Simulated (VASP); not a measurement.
A run of VASP 6.6.1:

INCAR

```
SYSTEM = Li
PREC = Accurate ; ENCUT = 520
EDIFF = 1E-7 ; ISMEAR = -1
SIGMA = 0.08 ; LREAL = .FALSE.
LASPH = .TRUE. ; NELM = 100
ALGO = Normal ; ISIF = 2
LWAVE = .FALSE. ; LCHARG = .FALSE.
GGA = PE ; NBANDS = 10
```

File KPOINTS:

```
regular mesh
0
G
  15 15 8
  0 0 0
```

The input POSCAR:

```
Li
1.0
    3.1110021516      0.0000000000      0.0000000000
   -1.5555010758      2.6942068945      0.0000000000
    0.0000000000      0.0000000000      5.1439300000
Li
2
Direct
    0.3333333333      0.6666666667      0.2500000000
    0.6666666667      0.3333333333      0.7500000000
```

Potentials or basis: VASP PAW PBE potentials, release 64 (Li_sv).

Command:

```bash
$ cat potpaw_PBE.64/Li_sv/POTCAR > POTCAR
$ mpirun -np 1 vasp_std > vasp.out
```

Hardware: 1 thread of Intel Xeon 8259CL, on a shared host.

Question: Estimate the wall time of this run.

Answer: Run time: 51 s on 1 thread of Intel Xeon 8259CL, with other jobs on the host, peak memory 0.18 GiB. Counts: scf iterations 12, k points 135.
